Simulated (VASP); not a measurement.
# InGa3AsP (P4/mmm) in VASP: notebook

Runs on InGa3AsP. Level: PBE. Tasks: relaxation of cell and atoms, single point.

All numbers are computed with VASP 6.6.1; they aren't measurements. Logs are shortened: lines on timing, memory, paths and dates and some standing lists are left out, and cuts for length are marked.

**1. The cell of the first run**

The structure is tetragonal, space group P4/mmm (No. 123). The conventional cell has a = 4.812 Å, b = 4.812 Å, c = 6.083 Å, α = 90.00°, β = 90.00°, γ = 90.00°. Within 4.0 Å of In (site symmetry 4/mmm) lie 2 As at 3.04 Å and 4 P at 3.40 Å and 8 Ga at 3.88 Å. Ga (site symmetry mmm) has 2 Ga at 2.41 Å and 2 As at 2.41 Å within 3.2 Å. Ga (site symmetry 4/mmm) has 4 Ga at 2.41 Å and 2 P at 3.04 Å within 3.2 Å. P (site symmetry 4/mmm) has 10 Ga at 3.04 to 3.88 Å and 4 In at 3.40 Å within 4.0 Å. Within 3.2 Å of As (site symmetry 4/mmm) lie 4 Ga at 2.41 Å and 2 In at 3.04 Å.

**2. Relaxation of cell and atoms, PBE**

File INCAR:

```
SYSTEM = InGa3AsP
PREC = Accurate
ENCUT = 600
EDIFF = 1E-7
ISMEAR = 0
SIGMA = 0.1
LREAL = .FALSE.
LASPH = .TRUE.
NELM = 60
ALGO = Normal
ISIF = 3
LWAVE = .FALSE.
LCHARG = .FALSE.
GGA = PE
IBRION = 2
NSW = 90
EDIFFG = -0.04
```

File KPOINTS:

```
regular mesh
0
G
  4 4 4
  0 0 0
```

File POSCAR:

```
InGa3AsP
1.0
    4.8118002900      0.0000000000      0.0000000000
    0.0000000000      4.8118002900      0.0000000000
    0.0000000000      0.0000000000      6.0831263100
In Ga P As
1 3 1 1
Direct
    0.5000000000      0.5000000000      0.5000000000
    0.0000000000      0.5000000000      0.0000000000
    0.5000000000      0.0000000000      0.0000000000
    0.0000000000      0.0000000000      0.0000000000
    0.0000000000      0.0000000000      0.5000000000
    0.5000000000      0.5000000000      0.0000000000
```

Potentials or basis: VASP PAW PBE potentials, release 64 (In_d, Ga_d, P, As).

Command:

```bash
cat potpaw_PBE.64/In_d/POTCAR potpaw_PBE.64/Ga_d/POTCAR potpaw_PBE.64/P/POTCAR potpaw_PBE.64/As/POTCAR > POTCAR
mpirun -np 1 vasp_std > vasp.out
```

OUTCAR:

```text
SYSTEM = InGa3AsP
   PREC = Accurate
   ENCUT = 600
   EDIFF = 1E-7
   ISMEAR = 0
   LREAL = .FALSE.
   LASPH = .TRUE.
   NELM = 60
   ISIF = 3
   GGA = PE
   IBRION = 2
   NSW = 90
   EDIFFG = -0.04

 ion  position               nearest neighbor table
   1  0.500  0.500  0.500-   6 3.04   6 3.04   5 3.40   5 3.40   5 3.40   5 3.40
   2  0.000  0.500  0.000-   4 2.41   6 2.41   4 2.41   6 2.41
   3  0.500  0.000  0.000-   4 2.41   6 2.41   6 2.41   4 2.41
   4  0.000  0.000  0.000-   2 2.41   3 2.41   2 2.41   3 2.41
   5  0.000  0.000  0.500-   1 3.40   1 3.40   1 3.40   1 3.40
   6  0.500  0.500  0.000-   2 2.41   3 2.41   3 2.41   2 2.41   1 3.04   1 3.04

  LATTYP: Found a simple tetragonal cell.
 ALAT       =     4.8118002900
 C/A-ratio  =     1.2642100552

  Lattice vectors:

 A1 = (   4.8118002900,   0.0000000000,   0.0000000000)
 A2 = (   0.0000000000,   4.8118002900,   0.0000000000)
 A3 = (   0.0000000000,   0.0000000000,   6.0831263100)

Analysis of symmetry for initial positions (statically):
=====================================================================
 Subroutine PRICEL returns:
 Original cell was already a primitive cell.

 Routine SETGRP: Setting up the symmetry group for a
 simple tetragonal supercell.

 Subroutine GETGRP returns: Found 16 space group operations
 (whereof 16 operations were pure point group operations)
 out of a pool of 16 trial point group operations.

The static configuration has the point symmetry D_4h.

Analysis of symmetry for dynamics (positions and initial velocities):
=====================================================================
 Subroutine PRICEL returns:
 Original cell was already a primitive cell.

 Routine SETGRP: Setting up the symmetry group for a
 simple tetragonal supercell.

 Subroutine GETGRP returns: Found 16 space group operations
 (whereof 16 operations were pure point group operations)
 out of a pool of 16 trial point group operations.

The dynamic configuration has the point symmetry D_4h.

 Subroutine INISYM returns: Found 16 space group operations
 (whereof 16 operations are pure point group operations),
 and found     1 'primitive' translations

----------------------------------------------------------------------------------------

                                     Primitive cell

  volume of cell :     140.8452

  direct lattice vectors                    reciprocal lattice vectors
     4.811800290  0.000000000  0.000000000     0.207822424  0.000000000  0.000000000
     0.000000000  4.811800290  0.000000000     0.000000000  0.207822424  0.000000000
     0.000000000  0.000000000  6.083126310     0.000000000  0.000000000  0.164389156

  length of vectors
     4.811800290  4.811800290  6.083126310     0.207822424  0.207822424  0.164389156

  position of ions in fractional coordinates (direct lattice)
     0.500000000  0.500000000  0.500000000
     0.000000000  0.500000000  0.000000000
     0.500000000  0.000000000  0.000000000
     0.000000000  0.000000000  0.000000000
     0.000000000  0.000000000  0.500000000
     0.500000000  0.500000000  0.000000000

  ion indices of the primitive-cell ions
   primitive index   ion index
                 1           1
                 2           2
                 3           3
                 4           4
                 5           5
                 6           6

----------------------------------------------------------------------------------------

 KPOINTS: regular mesh

Automatic generation of k-mesh.
 Grid dimensions read from file:
 generate k-points for:    4    4    4

 Generating k-lattice:

  Cartesian coordinates                     Fractional coordinates (reciprocal lattice)
     0.051955606  0.000000000  0.000000000     0.250000000  0.000000000  0.000000000
     0.000000000  0.051955606  0.000000000     0.000000000  0.250000000  0.000000000
     0.000000000  0.000000000  0.041097289     0.000000000  0.000000000  0.250000000

  Length of vectors
     0.051955606  0.051955606  0.041097289

  Shift w.r.t. Gamma in fractional coordinates (k-lattice)
     0.000000000  0.000000000  0.000000000

 Subroutine IBZKPT returns following result:
 ===========================================

 Found     18 irreducible k-points:

 Following reciprocal coordinates:
            Coordinates               Weight
  0.000000  0.000000  0.000000      1.000000
  0.250000  0.000000  0.000000      4.000000
  0.500000  0.000000  0.000000      2.000000
  0.250000  0.250000  0.000000      4.000000
  0.500000  0.250000  0.000000      4.000000
  0.500000  0.500000  0.000000      1.000000
[... 10 lines left out ...]
  0.500000  0.250000  0.500000      4.000000
  0.500000  0.500000  0.500000      1.000000
   k-points           NKPTS =     18   k-points in BZ     NKDIM =     18   number of bands    NBANDS=     37
   number of dos      NEDOS =    301   number of ions     NIONS =      6
   total plane-waves  NPLWV =  80000
   dimension x,y,z NGX =    40 NGY =   40 NGZ =   50
   dimension x,y,z NGXF=    80 NGYF=   80 NGZF=  100
   ions per type =               1   3   1   1
   NGX,Y,Z   is equivalent  to a cutoff of  13.82, 13.82, 13.66 a.u.
   NGXF,Y,Z  is equivalent  to a cutoff of  27.64, 27.64, 27.33 a.u.
 SYSTEM =  InGa3AsP
   PREC   = accura    normal or accurate (medium, high low for compatibility)
   ISTART =      0    job   : 0-new  1-cont  2-samecut
   ICHARG =      2    charge: 1-file 2-atom 10-const
   ISPIN  =      1    spin polarized calculation?
   LNONCOLLINEAR =      F non collinear calculations
   LSORBIT =      F    spin-orbit coupling
   LASPH  =      T    aspherical Exc in radial PAW
   ENCUT  =  600.0 eV  44.10 Ry    6.64 a.u.   9.61  9.61 12.15*2*pi/ulx,y,z
   NELM   =     60;   NELMIN=  2; NELMDL= -5     # of ELM steps
   EDIFF  = 0.1E-06   stopping-criterion for ELM
   LREAL  =      F    real-space projection
   EDIFFG = -.4E-01   stopping-criterion for IOM
   NSW    =     90    number of steps for IOM
   IBRION =      2    ionic relax: 0-MD 1-quasi-New 2-CG
   NFREE  =      1    steps in history (QN), initial steepest desc. (CG)
   ISIF   =      3    stress and relaxation
   ISYM   =      2    0-nonsym 1-usesym 2-fastsym
   POTIM  = 0.5000    time-step for ionic-motion
   TEBEG  =    0.0;   TEEND  =   0.0 temperature during run
   PSTRESS=    0.0 pullay stress
   NELECT =      62.0000    total number of electrons
   NUPDOWN=      -1.0000    fix difference up-down
   EMIN   =  10.00;   EMAX   =-10.00  energy-range for DOS
   EFERMI =   0.00;   METHOD = LEGACY
   ISMEAR =     0;   SIGMA  =   0.10  broadening in eV -4-tet -1-fermi 0-gaus
   EFERMI_NEDOS =   21; number of points for ismear=-14 and -15
   IALGO  =     38    algorithm
   IMIX   =      4    mixing-type and parameters
     AMIX     =   0.40;   BMIX     =  1.00
     AMIX_MAG =   1.60;   BMIX_MAG =  1.00
  volume/ion in A,a.u.               =      23.47       158.41
  Fermi-wavevector in a.u.,A,eV,Ry     =   1.245350  2.353370 21.101226  1.550896
  Thomas-Fermi vector in A             =   2.379576
   LORBIT       =      0    0 simple, 1 ext, 2 COOP (PROOUT), +10 PAW based schemes
   GGA     = PE    functional components
   LHFCALC =     F    Hartree Fock is set to
   AEXX    =    0.0000 exact exchange contribution
   IVDW    =     0    specifies the selected vdW correction
   LEPSILON=     F    determine dielectric tensor
   LRPA    =     F    only Hartree local field effects (RPA)
 conjugate gradient relaxation of ions
 non-spin polarized calculation
 Gauss-broadening in eV      SIGMA  =   0.10
  energy-cutoff  :      600.00
  volume of cell :      140.85
 maximum number of plane-waves:      4757
 NGX is ok and might be reduce to    40
   NGX = 19   NGY = 19   NGZ = 25

--------------------------------------- Ionic step        1  -------------------------------------------

 number of electron      62.0000027 magnetization

 Free energy of the ion-electron system (eV)
  ---------------------------------------------------
  ext. energy  EPLUGINS =         0.00000000
  ---------------------------------------------------
  free energy    TOTEN  =       -18.12799573 eV

  energy without entropy =      -18.11010369  energy(sigma->0) =      -18.11904971

 E-fermi :   4.2166     XC(G=0):  -9.7079

 val. band max:        4.2059269001   @ k =   0.5000   0.2500   0.5000
 cond. band min:       4.2559032974   @ k =   0.2500   0.0000   0.0000
 fundamental gap:      0.0499763973
 Fermi energy:         4.2166194733

 k-point     1 :       0.0000    0.0000    0.0000
  band No.  band energies     occupation
      1     -11.1147      2.00000
      2     -10.9397      2.00000
      3     -10.8528      2.00000
      4     -10.8237      2.00000
      5     -10.6941      2.00000
      6     -10.6941      2.00000
[... 891 lines left out ...]
 POSITION                                       TOTAL-FORCE (eV/Angst)
 -----------------------------------------------------------------------------------
      2.63176      2.63176      2.71613         0.000000     -0.000000      0.000000
      0.00000      2.63176      5.43227         0.000000      0.000000      0.000000
      2.63176      0.00000     -0.00000         0.000000     -0.000000      0.000000
      0.00000     -0.00000      0.00000         0.000000     -0.000000      0.000000
      0.00000     -0.00000      2.71613         0.000000     -0.000000      0.000000
      2.63176      2.63176     -0.00000         0.000000     -0.000000      0.000000
 -----------------------------------------------------------------------------------
    total drift:                               -0.000000      0.000000     -0.000000

  FREE ENERGIE OF THE ION-ELECTRON SYSTEM (eV)
  ---------------------------------------------------
  free  energy   TOTEN  =       -19.3798871610 eV

  energy  without entropy=      -19.3566058814  energy(sigma->0) =      -19.36824652

--------------------------------------- Ionic step        6  -------------------------------------------

 number of electron      61.9999960 magnetization

 Free energy of the ion-electron system (eV)
  ---------------------------------------------------
  ext. energy  EPLUGINS =         0.00000000
  ---------------------------------------------------
  free energy    TOTEN  =       -19.39524114 eV

  energy without entropy =      -19.37526928  energy(sigma->0) =      -19.38525521

 E-fermi :   4.1172     XC(G=0):  -9.5439

 val. band max:        4.1089808623   @ k =   0.5000   0.0000   0.2500
 cond. band min:       4.1527598650   @ k =   0.2500   0.2500   0.2500
 fundamental gap:      0.0437790027
 Fermi energy:         4.1171965581

 k-point     1 :       0.0000    0.0000    0.0000
  band No.  band energies     occupation
      1     -11.1132      2.00000
      2     -11.0231      2.00000
      3     -11.0004      2.00000
      4     -10.9230      2.00000
      5     -10.8876      2.00000
      6     -10.8876      2.00000
[... 731 lines left out ...]
 POSITION                                       TOTAL-FORCE (eV/Angst)
 -----------------------------------------------------------------------------------
      2.60478      2.60478      2.71947         0.000000     -0.000000      0.000000
      0.00000      2.60478      0.00000         0.000000      0.000000      0.000000
      2.60478      5.20956     -0.00000         0.000000     -0.000000      0.000000
      0.00000      5.20956      0.00000         0.000000     -0.000000      0.000000
      0.00000      5.20956      2.71947         0.000000     -0.000000      0.000000
      2.60478      2.60478     -0.00000         0.000000     -0.000000      0.000000
 -----------------------------------------------------------------------------------
    total drift:                               -0.000000      0.000000     -0.000000

  FREE ENERGIE OF THE ION-ELECTRON SYSTEM (eV)
  ---------------------------------------------------
  free  energy   TOTEN  =       -19.3952411418 eV

  energy  without entropy=      -19.3752692817  energy(sigma->0) =      -19.38525521

 reached required accuracy - stopping structural energy minimisation
```

Run time: 7.5 min. Hardware: 1 thread of Intel Xeon Platinum 8488C (Sapphire Rapids), shared host; peak memory 0.36 GiB.

What came out:

| Item | Value |
| --- | --- |
| Free energy | -19.3952 eV |
| Relaxed volume | 24.60 Å³/atom |
| Relaxed cell | a = 5.210 Å, b = 5.210 Å, c = 5.439 Å, α = 90.00°, β = 90.00°, γ = 90.00° |
| Space group after relaxing (to 0.05 Å) | P4/mmm (No. 123) |
| Energy gained by relaxing | 211.2 meV/atom |
| Ionic steps | 6 |
| Pressure after relaxing | -0.2 GPa |
| Band gap on the k mesh | zero (band 31 reaches 5.66 eV, above the bottom of band 32 at 3.96 eV) |

The path:
```tsv
step	energy change (eV)	largest force (eV/Å)	pressure (GPa)	volume (Å³)
1	0.0000	0.0000	6.15	140.85
2	-1.0725	0.0000	-2.65	159.02
3	-1.0768	0.0000	-2.87	160.10
4	-1.2493	0.0000	-1.14	151.52
5	-1.2519	0.0000	-0.87	150.50
6	-1.2672	0.0000	-0.19	147.61
```

Final structure:
```yaml
crystal:
  lattice:
    - [5.20956, 0.00000, 0.00000]
    - [0.00000, 5.20956, 0.00000]
    - [0.00000, 0.00000, 5.43894]
  atoms:
    - { symbol: In, position: [0.50000, 0.50000, 0.50000] }
    - { symbol: Ga, position: [0.00000, 0.50000, 0.00000] }
    - { symbol: Ga, position: [0.50000, 0.00000, 0.00000] }
    - { symbol: Ga, position: [0.00000, 0.00000, 0.00000] }
    - { symbol: P, position: [0.00000, 0.00000, 0.50000] }
    - { symbol: As, position: [0.50000, 0.50000, 0.00000] }
```

Caveat: spin-orbit coupling is left out, which moves the levels of the heavy elements.

**3. Single point, PBE**

This run uses another cell than the first one, of 24.42 Å³/atom, 1.040 times its volume.

File INCAR:

```
PREC = Accurate
ENCUT = 520
EDIFF = 1E-7
ISMEAR = 0
SIGMA = 0.1
LREAL = False
LASPH = True
NELM = 80
ALGO = Normal
ISIF = 2
LWAVE = False
LCHARG = False
GGA = PE
NBANDS = 40
```

File KPOINTS:

```
regular mesh
0
Gamma
  8 8 8
```

POSCAR, as its differences from that of step 2:

```diff
@@ -2,5 +2,5 @@
 1.0
-    4.8118002900      0.0000000000      0.0000000000
-    0.0000000000      4.8118002900      0.0000000000
-    0.0000000000      0.0000000000      6.0831263100
+    5.2310039366      0.0000000000      0.0000000000
+    0.0000000000      5.2310039366      0.0000000000
+    0.0000000000      0.0000000000      5.3553090944
 In Ga P As
```

Potentials or basis: VASP PAW PBE potentials, release 64 (In_d, Ga_d, P, As).

Command:

```bash
cat potpaw_PBE.64/In_d/POTCAR potpaw_PBE.64/Ga_d/POTCAR potpaw_PBE.64/P/POTCAR potpaw_PBE.64/As/POTCAR > POTCAR
mpirun -np 1 vasp_std > vasp.out
```

Run time: 5 min. Hardware: 1 thread of Intel Xeon Platinum 8488C (Sapphire Rapids), shared host; peak memory 0.53 GiB.

It converged, with:

- Free energy: -19.1435 eV
- Pressure: 0.1 GPa
- Band gap on the k mesh: zero (band 31 reaches 5.72 eV, above the bottom of band 32 at 4.02 eV)

Levels at points of the mesh, in eV from the Fermi level:
| k point | band 28 | band 29 | band 30 | band 31 | band 32 | band 33 | band 34 | band 35 |
| --- | --- | --- | --- | --- | --- | --- | --- | --- |
| (0.00, 0.00, 0.00) | -3.15 | -2.50 | -1.26 | -1.26 | 0.14 | 0.62 | 0.62 | 2.60 |
| (0.50, 0.00, 0.00) | -3.26 | -3.12 | -2.48 | 0.29 | 0.62 | 1.34 | 2.03 | 2.16 |
| (0.50, 0.50, 0.00) | -2.84 | -1.22 | -1.22 | 0.79 | 0.79 | 1.13 | 1.13 | 3.07 |
| (0.00, 0.00, 0.50) | -1.26 | -1.26 | -1.13 | -0.29 | -0.29 | 1.33 | 1.36 | 2.16 |
| (0.50, 0.00, 0.50) | -1.82 | -1.01 | -0.77 | -0.64 | 1.22 | 1.39 | 1.72 | 2.27 |
| (0.50, 0.50, 0.50) | -2.66 | 0.93 | 1.28 | 1.28 | 2.27 | 2.27 | 2.49 | 3.11 |

Caveat: spin-orbit coupling is left out, which moves the levels of the heavy elements.
